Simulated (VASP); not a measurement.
Write the native input for VASP 6.6.1 that does the following.

```
Task                   : single point
Functional             : PBEsol
Potentials or basis    : VASP PAW PBE potentials, release 64 (Y_sv, Hg, Se)
Cutoff                 : 520 eV
k mesh                 : 4 × 4 × 6
Occupations            : fermi-dirac, width 0.03 eV
Spin                   : no spin polarisation
Dipole correction      : no
Further INCAR settings : ALGO = Normal; EDIFF = 1e-06; NBANDS = 38
```

The structure of Y2HgSe4 lies in POSCAR:

```
Y2HgSe4
1.0
    6.8451731273      0.0000000000      0.0000000000
    0.0000000000      6.8451731273      0.0000000000
    0.0000000000      0.0000000000      3.6239741505
Y Hg Se
2 1 4
Direct
    0.5000000000      0.0000000000      0.5000000000
    0.0000000000      0.5000000000      0.5000000000
    0.0000000000      0.0000000000      0.0000000000
    0.2701087792      0.7298912208      0.0000000000
    0.2701087792      0.2701087792      0.0000000000
    0.7298912208      0.7298912208      0.0000000000
    0.7298912208      0.2701087792      0.0000000000
```

The input as run:

INCAR

```
PREC = Accurate ; ENCUT = 520
EDIFF = 1E-6 ; ISMEAR = -1
SIGMA = 0.03 ; LREAL = False
LASPH = True ; NELM = 60
ALGO = Normal ; ISIF = 2
LWAVE = False ; LCHARG = False
GGA = PS ; NBANDS = 38
```

KPOINTS

```
regular mesh
0
Gamma
  4 4 6
```

Potentials or basis: VASP PAW PBE potentials, release 64 (Y_sv, Hg, Se).

The run is started by

```console
$ cat potpaw_PBE.64/Y_sv/POTCAR potpaw_PBE.64/Hg/POTCAR potpaw_PBE.64/Se/POTCAR > POTCAR
$ mpirun -np 1 vasp_std > vasp.out
```

Results of the run:

The pressure is 0.2 GPa and the largest force is 0.052 eV/Å. The band gap on the k mesh is zero (bands 29 and 30 overlap by 0.72 eV).

Caveat: the PAW data sets were made with another functional, which shifts forces and pressure a little; spin-orbit coupling is left out, which moves the levels of the heavy elements.

Wall time 100 s on 1 thread of Intel(R) Xeon(R) 6975P-C (Granite Rapids), on a shared host, peak memory 0.37 GiB.
